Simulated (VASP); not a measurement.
**Ta2C: single point with r2SCAN**

Ta2C:

```
Ta C
1.0
     3.10590    0.00000    0.00000
    -1.55295    2.68979    0.00000
     0.00000    0.00000    4.94640
Ta C
2 1
Direct
  0.33333 0.66667 0.25201
  0.66667 0.33333 0.74799
  0.00000 0.00000 0.00000
```

```yaml
Program: VASP 6.6.1
Task: single point
Functional: r2SCAN
Potentials_or_basis: VASP PAW PBE potentials, release 64 (Ta_pv, C)
Cutoff: 520 eV
k_mesh: 12 × 12 × 8, shifted
Occupations: gaussian, width 0.1 eV
Spin: no spin polarisation
```

The pressure is 1.9 GPa. The largest force is 0.309 eV/Å and the band gap on the k mesh is zero (bands 13 and 14 overlap by 0.60 eV).

Forces on the atoms (eV/Å):
```
Ta   0.000  0.000  0.309
Ta   0.000  0.000 -0.309
C    0.000  0.000  0.000
```

Stress tensor (GPa, compression positive):
```
2.06 0.00 0.00
0.00 2.06 0.00
0.00 0.00 1.62
```

Levels at points of the mesh, in eV from the Fermi level:
| k point | band 11 | band 12 | band 13 | band 14 | band 15 | band 16 |
| --- | --- | --- | --- | --- | --- | --- |
| (0.04, 0.04, 0.06) | -3.05 | -0.13 | 0.21 | 0.64 | 0.82 | 1.16 |

Run time: 66 min on 1 thread of Intel Xeon 8259CL (shared host), peak memory 1.2 GiB.

Caveat: the PAW data sets were made with another functional, which shifts forces and pressure a little; spin-orbit coupling is left out, which moves the levels of the heavy elements.
